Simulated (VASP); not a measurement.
# TiAl (P4/mmm) in VASP: single point with r2SCAN

Aim: the single point of TiAl with r2SCAN.

All numbers are computed with VASP 6.6.1; they aren't measurements. Logs are shortened: lines on timing, memory, paths and dates and some standing lists are left out, and cuts for length are marked.

## (1) The cell of the first run

It takes space group P4/mmm (No. 123, tetragonal). Conventional cell: a = 2.808 Å, b = 2.808 Å, c = 4.074 Å, α = 90.00°, β = 90.00°, γ = 90.00°. Within 3.7 Å of Ti (site symmetry 4/mmm) lie 4 Ti at 2.81 Å and 8 Al at 2.84 Å. Within 3.7 Å of Al (site symmetry 4/mmm) lie 4 Al at 2.81 Å and 8 Ti at 2.84 Å.

## (2) Single point, r2SCAN

Contents of POSCAR:

```
TiAl
1.0
    2.8081778933      0.0000066584      0.0000006762
    0.0000066584      2.8081677655     -0.0000000806
    0.0000006762     -0.0000000806      4.0740153676
Ti Al
1 1
Direct
    0.0000019736     -0.0000005197      0.0000001795
    0.4999980264      0.5000005197      0.4999998205
```

Contents of INCAR.step1:

```
ALGO = Normal
EDIFF = 1E-4
ENCUT = 520
GGA = PE
ISMEAR = 0
LASPH = True
LCHARG = False
LREAL = False
LWAVE = True
NBANDS = 14
NELM = 100
PREC = Accurate
SIGMA = 0.15
```

Contents of INCAR.step2:

```
ALGO = Normal
EDIFF = 1E-7
ENCUT = 520
ISIF = 2
ISMEAR = 0
ISTART = 1
LASPH = True
LCHARG = False
LMIXTAU = True
LREAL = False
LWAVE = False
METAGGA = R2SCAN
NBANDS = 14
NELM = 100
PREC = Accurate
SIGMA = 0.15
```

Contents of KPOINTS:

```
k-points
0
Gamma
  10 10 10
```

Potentials or basis: VASP PAW PBE potentials, release 64 (Ti_sv, Al).

The run is started by

```bash
$ cat potpaw_PBE.64/Ti_sv/POTCAR potpaw_PBE.64/Al/POTCAR > POTCAR
$ cp INCAR.step1 INCAR
$ mpirun -np 1 vasp_std > vasp.out
$ cp INCAR.step2 INCAR
$ mpirun -np 1 vasp_std > vasp.out
```

OUTCAR:

```text
EDIFF = 1E-7
   ENCUT = 520
   ISIF = 2
   ISMEAR = 0
   ISTART = 1
   LASPH = True
   LREAL = False
   METAGGA = R2SCAN
   NELM = 100
   PREC = Accurate

 ion  position               nearest neighbor table
   1  0.000  1.000  0.000-   2 2.84   2 2.84   2 2.84   2 2.84   2 2.84   2 2.84   2 2.84   2 2.84

   2  0.500  0.500  0.500-   1 2.84   1 2.84   1 2.84   1 2.84   1 2.84   1 2.84   1 2.84   1 2.84

  LATTYP: Found a simple tetragonal cell.
 ALAT       =     2.8081778933
 C/A-ratio  =     1.4507682641

  Lattice vectors:

 A1 = (   2.8081778933,   0.0000066584,   0.0000006762)
 A2 = (   0.0000066584,   2.8081677655,  -0.0000000806)
 A3 = (   0.0000006762,  -0.0000000806,   4.0740153676)

Analysis of symmetry for initial positions (statically):
=====================================================================
 Subroutine PRICEL returns:
 Original cell was already a primitive cell.

 Routine SETGRP: Setting up the symmetry group for a
 simple tetragonal supercell.

 Subroutine GETGRP returns: Found 16 space group operations
 (whereof 16 operations were pure point group operations)
 out of a pool of 16 trial point group operations.

The static configuration has the point symmetry D_4h.

Analysis of symmetry for dynamics (positions and initial velocities):
=====================================================================
 Subroutine PRICEL returns:
 Original cell was already a primitive cell.

 Routine SETGRP: Setting up the symmetry group for a
 simple tetragonal supercell.

 Subroutine GETGRP returns: Found 16 space group operations
 (whereof 16 operations were pure point group operations)
 out of a pool of 16 trial point group operations.

The dynamic configuration has the point symmetry D_4h.

 Subroutine INISYM returns: Found 16 space group operations
 (whereof 16 operations are pure point group operations),
 and found     1 'primitive' translations

----------------------------------------------------------------------------------------

                                     Primitive cell

  volume of cell :      32.1270

  direct lattice vectors                    reciprocal lattice vectors
     2.808177893  0.000006658  0.000000676     0.356102796 -0.000000844 -0.000000059
     0.000006658  2.808167765 -0.000000081    -0.000000844  0.356104080  0.000000007
     0.000000676 -0.000000081  4.074015368    -0.000000059  0.000000007  0.245458082

  length of vectors
     2.808177893  2.808167766  4.074015368     0.356102796  0.356104080  0.245458082

[... 91 lines left out ...]
   NELECT =      15.0000    total number of electrons
   NUPDOWN=      -1.0000    fix difference up-down
   EMIN   =  10.00;   EMAX   =-10.00  energy-range for DOS
   EFERMI =   0.00;   METHOD = LEGACY
   ISMEAR =     0;   SIGMA  =   0.15  broadening in eV -4-tet -1-fermi 0-gaus
   EFERMI_NEDOS =   21; number of points for ismear=-14 and -15
   IALGO  =     38    algorithm
   IMIX   =      4    mixing-type and parameters
     AMIX     =   0.40;   BMIX     =  1.00
     AMIX_MAG =   1.60;   BMIX_MAG =  1.00
  volume/ion in A,a.u.               =      16.06       108.40
  Fermi-wavevector in a.u.,A,eV,Ry     =   1.270033  2.400015 21.945991  1.612985
  Thomas-Fermi vector in A             =   2.403043
   LORBIT       =      0    0 simple, 1 ext, 2 COOP (PROOUT), +10 PAW based schemes
   METAGGA = R2SCAN    functional components
   LHFCALC =     F    Hartree Fock is set to
   AEXX    =    0.0000 exact exchange contribution
   IVDW    =     0    specifies the selected vdW correction
   LEPSILON=     F    determine dielectric tensor
   LRPA    =     F    only Hartree local field effects (RPA)
 non-spin polarized calculation
 Gauss-broadening in eV      SIGMA  =   0.15
  energy-cutoff  :      520.00
  volume of cell :       32.13
 maximum number of plane-waves:       892
 NGX is ok and might be reduce to    24
   NGX = 11   NGY = 11   NGZ = 15

 number of electron      15.0000000 magnetization

 Free energy of the ion-electron system (eV)
  ---------------------------------------------------
  ext. energy  EPLUGINS =         0.00000000
  ---------------------------------------------------
  free energy    TOTEN  =       -20.60243252 eV

  energy without entropy =      -20.58540484  energy(sigma->0) =      -20.59391868

 E-fermi :   8.4476     XC(G=0): -11.8921

 val. band max:        8.4273287615   @ k =   0.5000   0.4000   0.0000
 cond. band min:       8.4618809066   @ k =   0.4000   0.3000   0.1000
 fundamental gap:      0.0345521451
 Fermi energy:         8.4475873367

 k-point     1 :       0.0000    0.0000    0.0000
  band No.  band energies     occupation
      1     -50.4988      2.00000
      2     -25.8788      2.00000
      3     -25.3754      2.00000
      4     -25.3753      2.00000
      5      -1.2076      2.00000
      6       6.4340      2.00000
      7       7.4708      2.00000
      8       7.8676      2.00000
      9      10.8437      0.00000
     10      10.8437      0.00000
     11      12.2012      0.00000
     12      14.9840      0.00000
     13      17.4686      0.00000
     14      17.4687      0.00000
[... 377 lines left out ...]
      1     -50.4761      2.00000
      2     -25.8582      2.00000
      3     -25.5612      2.00000
      4     -25.3596      2.00000
      5      -0.2925      2.00000
      6       6.4398      2.00000
      7       7.6123      2.00000
      8       7.8107      2.00000
      9      10.9371      0.00000
     10      11.2790      0.00000
     11      11.5375      0.00000
     12      13.1808      0.00000
     13      15.3679      0.00000
     14      18.5842      0.00000

 [... further k-points ...]

------------------------ aborting loop because EDIFF is reached ----------------------------------------

  FORCE on cell =-STRESS in cart. coord.  units (eV):
  Direction    XX          YY          ZZ          XY          YZ          ZX
  --------------------------------------------------------------------------------------
  -------------------------------------------------------------------------------------
  Total        0.0249344      0.0249342      0.0216519      0.0000001     -0.0000000      0.0000000
  in kB        1.2434795      1.2434706      1.0797833      0.0000059     -0.0000001      0.0000005
  external PRESSURE =       1.1889111 kB  Pullay stress =       0.0000000 kB

 VOLUME and BASIS-vectors are now :
 -----------------------------------------------------------------------------
  energy-cutoff  :      520.00
  volume of cell :       32.13
      direct lattice vectors                 reciprocal lattice vectors
     2.808177893  0.000006658  0.000000676     0.356102796 -0.000000844 -0.000000059
     0.000006658  2.808167765 -0.000000081    -0.000000844  0.356104080  0.000000007
     0.000000676 -0.000000081  4.074015368    -0.000000059  0.000000007  0.245458082

 POSITION                                       TOTAL-FORCE (eV/Angst)
 -----------------------------------------------------------------------------------
      0.00001      2.80817      0.00000        -0.000000      0.000000      0.000000
      1.40409      1.40409      2.03701         0.000000     -0.000000      0.000000
 -----------------------------------------------------------------------------------
    total drift:                               -0.010614      0.002795     -0.001658

  FREE ENERGIE OF THE ION-ELECTRON SYSTEM (eV)
  ---------------------------------------------------
  free  energy   TOTEN  =       -20.6024325219 eV

  energy  without entropy=      -20.5854048402  energy(sigma->0) =      -20.59391868
```

OSZICAR.step1:

```text
N       E                     dE             d eps       ncg     rms          rms(c)
DAV:   1     0.100853698418E+03    0.10085E+03   -0.70923E+03  3534   0.108E+03
DAV:   2    -0.845284957489E+01   -0.10931E+03   -0.10489E+03  3684   0.298E+02
DAV:   3    -0.138313410301E+02   -0.53785E+01   -0.52744E+01  5290   0.650E+01
DAV:   4    -0.139714655723E+02   -0.14012E+00   -0.13967E+00  4052   0.921E+00
DAV:   5    -0.139774169552E+02   -0.59514E-02   -0.59494E-02  5160   0.176E+00    0.972E+00
DAV:   6    -0.125900623987E+02    0.13874E+01   -0.57278E+00  4166   0.303E+01    0.348E+00
DAV:   7    -0.124180628971E+02    0.17200E+00   -0.60722E-01  3832   0.963E+00    0.201E+00
DAV:   8    -0.124072265438E+02    0.10836E-01   -0.13736E-01  4230   0.417E+00    0.766E-01
DAV:   9    -0.124016549263E+02    0.55716E-02   -0.32671E-02  3930   0.258E+00    0.338E-01
DAV:  10    -0.124015502048E+02    0.10472E-03   -0.19098E-03  4352   0.503E-01    0.121E-01
DAV:  11    -0.124013388429E+02    0.21136E-03   -0.10151E-03  4254   0.375E-01    0.566E-02
DAV:  12    -0.124013433726E+02   -0.45297E-05   -0.44244E-05  2074   0.725E-02
   1 F= -.12401343E+02 E0= -.12391079E+02  d E =-.205289E-01
```

Wall time 2.4 min (1 thread of Intel Xeon Platinum 8259CL at 2.50GHz (Skylake/Cascade Lake), shared host); peak memory 0.19 GiB.

What came out:

```
Free energy            : -20.6024 eV
Pressure               : 0.1 GPa
Band gap on the k mesh : zero (an odd number of electrons rules out a gap without spin polarisation)
```

Caveat: the PAW data sets were made with another functional, which shifts forces and pressure a little.

The gap in the log of VASP goes by the Fermi energy; the results here count the filled bands.